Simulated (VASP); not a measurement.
Here is a VASP 6.6.1 calculation.

Contents of INCAR:

```
  ALGO = Normal
  EDIFF = 1E-6
  EDIFFG = -0.04
  ENCUT = 600
  GGA = PE
  IBRION = 2
  ISIF = 3
  ISMEAR = 0
  LASPH = T
  LCHARG = F
  LREAL = F
  LWAVE = F
  NELM = 100
  NSW = 90
  PREC = Accurate
  SIGMA = 0.1
```

The input KPOINTS:

```
k-points
0
Gamma
  6 6 8
```

File POSCAR:

```
Sb
1.0
    2.2196336500     -3.2412239400      0.0000000000
    2.2196336500      3.2412239400      0.0000000000
   -1.4173590500      0.0000000000      2.0821289500
Sb
1
Direct
    0.5000000000      0.5000000000      0.5000000000
```

Potentials or basis: VASP PAW PBE potentials, release 64 (Sb).

Run with:

```bash
$ cat potpaw_PBE.64/Sb/POTCAR > POTCAR
$ mpirun -np 1 vasp_std > vasp.out
```

Problem. Estimate the relaxed cell.

Solution. a = 3.408 Å, b = 3.408 Å, c = 3.145 Å, α = 111.24°, β = 111.24°, γ = 108.12°.

Problem. What does it give for the relaxed volume?

Solution. 27.31 Å³/atom.

Problem. What does it give for the space group after relaxing (to 0.05 Å)?

Solution. C2/m (No. 12).

Stress tensor (GPa, compression positive):
```
-0.17  0.00  0.00
 0.00  0.01  0.00
 0.00  0.00 -0.08
```

Caveat: the k points lie up to 0.38 Å⁻¹ apart in the final cell.
